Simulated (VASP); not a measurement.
Write the native input for VASP 6.6.1 that does the following.

- Task: single point
- Functional: LDA
- Potentials or basis: VASP PAW LDA potentials, release 64 (Mo_sv)
- Cutoff: 520 eV
- k mesh: 16 × 16 × 16
- Occupations: gaussian, width 0.1 eV
- Spin: no spin polarisation
- Dipole correction: no
- Further INCAR settings: ALGO = Normal; EDIFF = 1e-06; NBANDS = 13

The structure of Mo lies in POSCAR:

```
Mo
1.0
   -1.5554689552      1.5554689552      1.5554689552
    1.5554689552     -1.5554689552      1.5554689552
    1.5554689552      1.5554689552     -1.5554689552
Mo
1
Direct
    0.0000000000      0.0000000000      0.0000000000
```

One way to write it, as run:

INCAR

```
SYSTEM = Mo
PREC = Accurate
ENCUT = 520
EDIFF = 1E-6
ISMEAR = 0
SIGMA = 0.1
LREAL = .False.
LASPH = .True.
NELM = 80
ALGO = Normal
ISIF = 2
LWAVE = .False.
LCHARG = .False.
NBANDS = 13
```

KPOINTS

```
regular mesh
0
Gamma
  16 16 16
  0 0 0
```

Potentials or basis: VASP PAW LDA potentials, release 64 (Mo_sv).

Run with:

```console
$ cat potpaw_LDA.64/Mo_sv/POTCAR > POTCAR
$ mpirun -np 1 vasp_std > vasp.out
```

It gave:

- Pressure: 1.2 GPa
- Band gap on the k mesh: zero (band 7 reaches 17.32 eV, above the bottom of band 8 at 11.64 eV)

Wall time 8.5 s on 1 thread of Intel(R) Xeon(R) 6975P-C (Granite Rapids), on a shared host, peak memory 0.14 GiB.
